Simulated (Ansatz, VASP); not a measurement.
# ZnS: VASP beside Ansatz

```
Zn S
1.0
     0.00000    2.64796    2.81341
     2.64796    0.00000    2.81341
     2.64796    2.64796    0.00000
Zn S
1 1
Cartesian
  1.3240 1.3240 1.4067
  0.0000 0.0000 0.0000
```

Alike in both runs: task single point; functional PBEsol; k mesh 6 × 6 × 6; occupations gaussian, width 0.02 eV; no spin polarisation.

|  | VASP | Ansatz |
| --- | --- | --- |
| version | VASP 6.6.1 | Ansatz 0.2.0 |
| potentials or method | VASP PAW PBE potentials, release 64 (Zn, S), cutoff 520 eV | plane waves, PAW |
| valence electrons in the cell | 18 | 18 |

VASP gave:

| Item | Value |
| --- | --- |
| pressure (GPa) | -1.9 |
| traceless stress, the component that is largest in VASP (GPa) | -1.93 |

Which values does Ansatz return?

Pressure (GPa): -2.0; traceless stress, the component that is largest in VASP (GPa): -1.95.

VASP's potentials were made for PBE, not for PBEsol. Ansatz's warnings: stress scf threshold loose.
